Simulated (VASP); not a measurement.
Runs of VASP 6.6.1 on MnHg. Symmetry: Pm-3m, No. 221, cubic system. Conventional cell: a = 3.315 Å, b = 3.315 Å, c = 3.315 Å, α = 90.00°, β = 90.00°, γ = 90.00°. Within 3.8 Å of Hg (site symmetry m-3m) lie 8 Mn at 2.87 Å and 6 Hg at 3.31 Å. Within 3.8 Å of Mn (site symmetry m-3m) lie 8 Hg at 2.87 Å and 6 Mn at 3.31 to 3.32 Å. 

```tsv
level	potentials or basis	spin	fixed moment (μB)	k mesh	smearing	pressure (GPa)	moment (μB)
LDA	VASP PAW LDA potentials, release 64 (Hg, Mn_pv)	collinear, ferromagnetic start	-	8 × 8 × 8	gaussian 0.02 eV	(a)	3.72
PBE	VASP PAW PBE potentials, release 64 (Hg, Mn_pv)	collinear, zero start	0.0	7 × 7 × 7	fermi-dirac 0.05 eV	-14.4	0.00
PBE	VASP PAW PBE potentials, release 64 (Hg, Mn_pv)	collinear, ferromagnetic start	6.0	7 × 7 × 7	fermi-dirac 0.05 eV	23.1	6.00
PBE	VASP PAW PBE potentials, release 64 (Hg, Mn_pv)	collinear, ferromagnetic start	1.0	7 × 7 × 7	fermi-dirac 0.05 eV	-12.1	1.00
PBE	VASP PAW PBE potentials, release 64 (Hg, Mn_pv)	collinear, ferromagnetic start	5.0	7 × 7 × 7	fermi-dirac 0.05 eV	10.1	5.00
PBE	VASP PAW PBE potentials, release 64 (Hg, Mn_pv)	collinear, ferromagnetic start	8.0	7 × 7 × 7	fermi-dirac 0.05 eV	(b)	8.00
PBE	VASP PAW PBE potentials, release 64 (Hg, Mn_pv)	collinear, ferromagnetic start	3.0	7 × 7 × 7	fermi-dirac 0.05 eV	-5.0	3.00
PBE	VASP PAW PBE potentials, release 64 (Hg, Mn_pv)	collinear, ferromagnetic start	2.0	7 × 7 × 7	fermi-dirac 0.05 eV	-9.5	2.00
```

Alike in all rows: task single point; cell as given; cutoff (eV) 520.

Question: Estimate the missing entries.

Answer: (a) -9.7; (b) 54.1.

Caveats: the total moment is fixed, so each spin has its own Fermi level (some runs).
